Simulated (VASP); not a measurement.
# Li3SeF (Pm-3m) in VASP: single point with HSE06

Aim: the single point of Li3SeF with HSE06.

Everything below comes from runs of VASP 6.6.1. Logs are shortened: lines on timing, memory, paths and dates and some standing lists are left out, and cuts for length are marked.

**1. The cell of the first run**

It takes space group Pm-3m (No. 221, cubic). The conventional cell has a = 3.997 Å, b = 3.997 Å, c = 3.997 Å, α = 90.00°, β = 90.00°, γ = 90.00°. Li (site symmetry 4/mmm) has 2 F at 2.00 Å within 2.6 Å. Se (site symmetry m-3m) has 12 Li at 2.83 Å and 8 F at 3.46 Å within 3.7 Å. Within 2.6 Å of F (site symmetry m-3m) lie 6 Li at 2.00 Å.

**2. Single point, HSE06**

File POSCAR:

```
Li3SeF
1.0
    3.9965616007      0.0000000000      0.0000000000
    0.0000000000      3.9965616007      0.0000000000
    0.0000000000      0.0000000000      3.9965616007
Li Se F
3 1 1
Direct
    0.5000000000      0.0000000000      0.0000000000
    0.0000000000      0.5000000000      0.0000000000
    0.0000000000      0.0000000000      0.5000000000
    0.5000000000      0.5000000000      0.5000000000
    0.0000000000      0.0000000000      0.0000000000
```

File INCAR.step1:

```
SYSTEM = Li3SeF
PREC = Accurate ; ENCUT = 520
EDIFF = 1E-5 ; ISMEAR = 0
SIGMA = 0.02 ; LREAL = .False.
LASPH = .True. ; NELM = 60
ALGO = Normal ; ISIF = 2
LWAVE = .True. ; LCHARG = .False.
NBANDS = 19 ; GGA = PE
```

File INCAR.step2:

```
SYSTEM = Li3SeF
PREC = Accurate ; ENCUT = 520
EDIFF = 1E-6 ; ISMEAR = 0
SIGMA = 0.02 ; LREAL = .False.
LASPH = .True. ; NELM = 60
ALGO = Normal ; ISIF = 2
LWAVE = .False. ; LCHARG = .False.
GGA = PE ; LHFCALC = .True.
HFSCREEN = 0.2079 ; PRECFOCK = Fast
NBANDS = 19 ; ISTART = 1
```

File KPOINTS:

```
Automatic mesh
0
Gamma
  4 4 4
  0 0 0
```

Potentials or basis: VASP PAW PBE potentials, release 64 (Li_sv, Se, F).

Launch:

```
cat potpaw_PBE.64/Li_sv/POTCAR potpaw_PBE.64/Se/POTCAR potpaw_PBE.64/F/POTCAR > POTCAR
cp INCAR.step1 INCAR
mpirun -np 1 vasp_std > vasp.out
cp INCAR.step2 INCAR
mpirun -np 1 vasp_std > vasp.out
```

OUTCAR:

```text
SYSTEM = Li3SeF
   PREC = Accurate
   ENCUT = 520
   EDIFF = 1E-6
   ISMEAR = 0
   LREAL = .False.
   LASPH = .True.
   NELM = 60
   ISIF = 2
   GGA = PE
   LHFCALC = .True.
   HFSCREEN = 0.2079
   PRECFOCK = Fast
   ISTART = 1

 ion  position               nearest neighbor table
   1  0.500  0.000  0.000-   5 2.00   5 2.00
   2  0.000  0.500  0.000-   5 2.00   5 2.00
   3  0.000  0.000  0.500-   5 2.00   5 2.00
   4  0.500  0.500  0.500-
   5  0.000  0.000  0.000-   1 2.00   2 2.00   3 2.00   3 2.00   2 2.00   1 2.00

  LATTYP: Found a simple cubic cell.
 ALAT       =     3.9965616007

  Lattice vectors:

 A1 = (   3.9965616007,   0.0000000000,   0.0000000000)
 A2 = (   0.0000000000,   3.9965616007,   0.0000000000)
 A3 = (   0.0000000000,   0.0000000000,   3.9965616007)

Analysis of symmetry for initial positions (statically):
=====================================================================
 Subroutine PRICEL returns:
 Original cell was already a primitive cell.

 Routine SETGRP: Setting up the symmetry group for a
 simple cubic supercell.

 Subroutine GETGRP returns: Found 48 space group operations
 (whereof 48 operations were pure point group operations)
 out of a pool of 48 trial point group operations.

The static configuration has the point symmetry O_h .

Analysis of symmetry for dynamics (positions and initial velocities):
=====================================================================
 Subroutine PRICEL returns:
 Original cell was already a primitive cell.

 Routine SETGRP: Setting up the symmetry group for a
 simple cubic supercell.

 Subroutine GETGRP returns: Found 48 space group operations
 (whereof 48 operations were pure point group operations)
 out of a pool of 48 trial point group operations.

The dynamic configuration has the point symmetry O_h .

 Subroutine INISYM returns: Found 48 space group operations
 (whereof 48 operations are pure point group operations),
 and found     1 'primitive' translations

[... 86 lines left out ...]
   LREAL  =      F    real-space projection
   EDIFFG = 0.1E-04   stopping-criterion for IOM
   NSW    =      0    number of steps for IOM
   IBRION =     -1    ionic relax: 0-MD 1-quasi-New 2-CG
   NFREE  =      0    steps in history (QN), initial steepest desc. (CG)
   ISIF   =      2    stress and relaxation
   ISYM   =      3    0-nonsym 1-usesym 2-fastsym
   POTIM  = 0.5000    time-step for ionic-motion
   TEBEG  =    0.0;   TEEND  =   0.0 temperature during run
   PSTRESS=    0.0 pullay stress
   NELECT =      22.0000    total number of electrons
   NUPDOWN=      -1.0000    fix difference up-down
   EMIN   =  10.00;   EMAX   =-10.00  energy-range for DOS
   EFERMI =   0.00;   METHOD = LEGACY
   ISMEAR =     0;   SIGMA  =   0.02  broadening in eV -4-tet -1-fermi 0-gaus
   EFERMI_NEDOS =   21; number of points for ismear=-14 and -15
   IALGO  =     38    algorithm
   IMIX   =      1    mixing-type and parameters
     AMIX     =   0.40;   BMIX     =  1.00
     AMIX_MAG =   1.60;   BMIX_MAG =  1.00
  volume/ion in A,a.u.               =      12.77        86.16
  Fermi-wavevector in a.u.,A,eV,Ry     =   1.147790  2.169009 17.924622  1.317423
  Thomas-Fermi vector in A             =   2.284468
   LORBIT       =      0    0 simple, 1 ext, 2 COOP (PROOUT), +10 PAW based schemes
   GGA     = PE    functional components
   LHFCALC =     T    Hartree Fock is set to
   PRECFOCK=fast      Normal, Fast or Accurate (Low or Medium for compatibility)
   ENCUT4O =  -1.0   cutoff for four orbital integrals eV
   NKREDX  =     1    reduce k-point grid by
   NKREDY  =     1    reduce k-point grid by
   NKREDZ  =     1    reduce k-point grid by
   AEXX    =    0.2500 exact exchange contribution
   HFSCREEN=    0.2079 screening length (either q_TF or 0.3 A-1)
   HFSCREENC=   0.2079 screening length for correlation (either q_TF or 0.3 A-1)
   ENCUTFOCK=  -1.0 apply spherical cutoff to Coloumb kernel
   IVDW    =     0    specifies the selected vdW correction
   LEPSILON=     F    determine dielectric tensor
   LRPA    =     F    only Hartree local field effects (RPA)
 non-spin polarized calculation
 Gauss-broadening in eV      SIGMA  =   0.02
  energy-cutoff  :      520.00
  volume of cell :       63.84
 maximum number of plane-waves:      1747
 NGX is ok and might be reduce to    30
  NGX = 16; NGY = 16; NGZ = 16

 number of electron      21.9999950 magnetization

 Free energy of the ion-electron system (eV)
  ---------------------------------------------------
  ext. energy  EPLUGINS =         0.00000000
  ---------------------------------------------------
  free energy    TOTEN  =       -23.63261055 eV

  energy without entropy =      -23.63261055  energy(sigma->0) =      -23.63261055

 E-fermi :   2.1109     XC(G=0):  -7.6394

 val. band max:        1.9892868608   @ k =   0.5000   0.5000   0.0000
 cond. band min:       6.8261421088   @ k =   0.0000   0.0000   0.0000
 fundamental gap:      4.8368552481
 Fermi energy:         2.1108899337

 k-point     1 :       0.0000    0.0000    0.0000
  band No.  band energies     occupation
      1     -46.6103      2.00000
      2     -46.5575      2.00000
      3     -46.5575      2.00000
      4     -24.7380      2.00000
      5     -10.7009      2.00000
      6      -5.2191      2.00000
[... 197 lines left out ...]
      6      -4.8982      2.00000
[... 11 lines left out ...]
     18      13.2473      0.00000
     19      18.3296      0.00000

------------------------ aborting loop because EDIFF is reached ----------------------------------------

  FORCE on cell =-STRESS in cart. coord.  units (eV):
  Direction    XX          YY          ZZ          XY          YZ          ZX
  --------------------------------------------------------------------------------------
  -------------------------------------------------------------------------------------
  Total       -0.5348529     -0.5348529     -0.5348529      0.0000000      0.0000000     -0.0000000
  in kB      -13.4241075    -13.4241075    -13.4241075      0.0000000      0.0000000     -0.0000000
  external PRESSURE =     -13.4241075 kB  Pullay stress =       0.0000000 kB

 VOLUME and BASIS-vectors are now :
 -----------------------------------------------------------------------------
  energy-cutoff  :      520.00
  volume of cell :       63.84
      direct lattice vectors                 reciprocal lattice vectors
     3.996561601  0.000000000  0.000000000     0.250215085  0.000000000  0.000000000
     0.000000000  3.996561601  0.000000000     0.000000000  0.250215085  0.000000000
     0.000000000  0.000000000  3.996561601     0.000000000  0.000000000  0.250215085

 POSITION                                       TOTAL-FORCE (eV/Angst)
 -----------------------------------------------------------------------------------
      1.99828      0.00000      0.00000         0.000000      0.000000      0.000000
      0.00000      1.99828      0.00000         0.000000      0.000000      0.000000
      0.00000      0.00000      1.99828         0.000000      0.000000      0.000000
      1.99828      1.99828      1.99828         0.000000      0.000000      0.000000
      0.00000      0.00000      0.00000         0.000000      0.000000      0.000000
 -----------------------------------------------------------------------------------
    total drift:                               -0.000001     -0.000002     -0.000002

  FREE ENERGIE OF THE ION-ELECTRON SYSTEM (eV)
  ---------------------------------------------------
  free  energy   TOTEN  =       -23.6326105502 eV

  energy  without entropy=      -23.6326105502  energy(sigma->0) =      -23.63261055
```

Run time: 3.5 min. Hardware: 1 thread of Intel Xeon Platinum 8259CL at 2.50GHz (Skylake/Cascade Lake), shared host; peak memory 0.28 GiB.

Results:

```
Free energy            : -23.6326 eV
Band gap on the k mesh : 4.84 eV (least direct gap 5.08 eV)
```

Levels at points of the mesh, in eV from the valence-band top:
| k point | band 8 | band 9 | band 10 | band 11 | band 12 | band 13 | band 14 | band 15 |
| --- | --- | --- | --- | --- | --- | --- | --- | --- |
| (0.00, 0.00, 0.00) | -7.21 | -0.73 | -0.73 | -0.73 | 4.84 | 6.55 | 6.55 | 11.35 |
| (0.50, 0.00, 0.00) | -6.79 | -3.12 | -0.55 | -0.55 | 5.99 | 6.07 | 7.73 | 7.73 |
| (0.50, 0.50, 0.00) | -7.04 | -2.44 | -2.44 | 0.00 | 5.08 | 5.09 | 7.47 | 7.47 |
| (0.50, 0.50, 0.50) | -6.89 | -2.91 | -2.91 | -2.91 | 7.23 | 7.23 | 7.23 | 7.99 |

Caveat: the cutoff is under 1.25 times the usual one of these potentials, so pressure, stress and relaxed cells hold a basis-set (Pulay) error; the PAW data sets were made with another functional, which shifts forces and pressure a little. A k mesh can miss the band edges.
